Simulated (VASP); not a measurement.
A run of VASP 6.6.1 is set up as follows.

Contents of POSCAR:

```
CdSiN2
1.0
    3.0339884445      0.0000000000      0.0000000000
    0.0000000000      3.0339884445      0.0000000000
    0.0000000000      0.0000000000      5.1102333224
Cd N Si
1 2 1
Direct
    0.0000000000      0.0000000000      0.0000000000
    0.0000000000      0.5000000000      0.3197391382
    0.5000000000      0.0000000000      0.6802608618
    0.5000000000      0.5000000000      0.5000000000
```

The input INCAR.step1:

```
ALGO = Normal
EDIFF = 1E-5
ENCUT = 660
GGA = PE
GGA_COMPAT = False
ISMEAR = -1
LASPH = True
LCHARG = False
LREAL = False
LWAVE = True
NBANDS = 25
NELM = 120
PREC = Accurate
SIGMA = 0.02
```

INCAR.step2

```
ALGO = Normal
EDIFF = 1E-6
ENCUT = 660
GGA_COMPAT = False
ISIF = 2
ISMEAR = -1
ISTART = 1
LASPH = True
LCHARG = False
LMIXTAU = True
LREAL = False
LWAVE = False
METAGGA = R2SCAN
NBANDS = 25
NELM = 120
PREC = Accurate
SIGMA = 0.02
```

File KPOINTS:

```
k-points
0
Gamma
  8 8 4
```

Potentials or basis: VASP PAW PBE potentials, release 64 (Cd_sv_GW, N, Si).

Launch:

```console
$ cat potpaw_PBE.64/Cd_sv_GW/POTCAR potpaw_PBE.64/N/POTCAR potpaw_PBE.64/Si/POTCAR > POTCAR
$ cp INCAR.step1 INCAR
$ mpirun -np 1 vasp_std > vasp.out
$ cp INCAR.step2 INCAR
$ mpirun -np 1 vasp_std > vasp.out
```

Problem. Estimate the band gap on the k mesh.

Solution. 1.53 eV (least direct gap 1.56 eV).

Problem. Estimate the pressure.

Solution. -0.1 GPa.

Forces on the atoms (eV/Å):
```
Cd   0.000  0.000  0.000
N    0.000  0.000 -0.009
N    0.000  0.000  0.009
Si   0.000  0.000  0.000
```

Caveat: the PAW data sets were made with another functional, which shifts forces and pressure a little. A k mesh can miss the band edges.
